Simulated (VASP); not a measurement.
**Sr: single point with LDA**

Sr:

```
CELL_PARAMETERS angstrom
0.00000 3.04235 3.04235
3.04235 0.00000 3.04235
3.04235 3.04235 0.00000
ATOMIC_POSITIONS crystal
Sr 0.00000 0.00000 0.00000
```

```
Program                : VASP 6.6.1
Task                   : single point
Functional             : LDA
Potentials or basis    : VASP PAW LDA potentials, release 64 (Sr_sv)
Cutoff                 : 520 eV
k mesh                 : 8 × 8 × 8
Occupations            : gaussian, width 0.02 eV
Spin                   : no spin polarisation
Dipole correction      : no
Further INCAR settings : ALGO = Normal; EDIFF = 1e-06; NBANDS = 11
```

The pressure is -1.6 GPa and the band gap on the k mesh is zero (band 5 reaches 1.42 eV, above the bottom of band 6 at 1.39 eV).

Levels at points of the mesh, in eV from the Fermi level:
```tsv
k point	band 2	band 3	band 4	band 5	band 6	band 7	band 8	band 9
(0.00, 0.00, 0.00)	-18.53	-18.53	-18.53	-3.66	2.17	2.17	2.17	3.59
(0.50, 0.00, 0.00)	-18.72	-18.56	-18.56	-1.20	0.07	2.03	2.03	4.60
(0.50, 0.50, 0.00)	-18.71	-18.60	-18.60	-0.68	0.27	1.01	4.61	4.89
```

It took 6.3 s on 1 thread of Intel(R) Xeon(R) Platinum 8488C (Sapphire Rapids), on a shared host, peak memory 0.15 GiB.
